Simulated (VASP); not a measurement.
Input of a VASP 6.6.1 run:

Contents of INCAR:

```
ALGO = Normal
EDIFF = 1E-6
EDIFFG = -0.01
ENCUT = 600
GGA = PE
IBRION = 2
ISIF = 3
ISMEAR = 0
LASPH = T
LCHARG = F
LREAL = F
LWAVE = F
NELM = 80
NSW = 100
PREC = Accurate
SIGMA = 0.1
```

The input KPOINTS:

```
k-points
0
Gamma
  15 15 8
```

File POSCAR:

```
CdSnO2
1.0
    3.4107081718      0.0000000000      0.0000000000
   -1.7053540859      2.9537599217      0.0000000000
    0.0000000000      0.0000000000      6.0975437077
Cd Sn O
1 1 2
Direct
    0.0000000000      0.0000000000      0.5000000000
    0.0000000000      0.0000000000      0.0000000000
    0.3333333333      0.6666666667      0.7285651619
    0.6666666667      0.3333333333      0.2714348381
```

Potentials or basis: VASP PAW PBE potentials, release 64 (Cd, Sn_d, O).

Run with:

```bash
$ cat potpaw_PBE.64/Cd/POTCAR potpaw_PBE.64/Sn_d/POTCAR potpaw_PBE.64/O/POTCAR > POTCAR
$ mpirun -np 1 vasp_std > vasp.out
```

Question: Predict the space group after relaxing (to 0.1 Å).

Answer: P-3m1 (No. 164).

Question: What does it give for the relaxed cell?

Answer: a = 3.411 Å, b = 3.411 Å, c = 6.113 Å, α = 90.00°, β = 90.00°, γ = 120.00°.

Question: Estimate the relaxed volume.

Answer: 15.40 Å³/atom.

Final structure:
```
CELL_PARAMETERS angstrom
3.41112 0.00000 0.00000
-1.70556 2.95412 0.00000
0.00000 0.00000 6.11334
ATOMIC_POSITIONS crystal
Cd 0.00000 0.00000 0.50000
Sn 0.00000 0.00000 0.00000
O 0.33333 0.66667 0.72915
O 0.66667 0.33333 0.27085
```
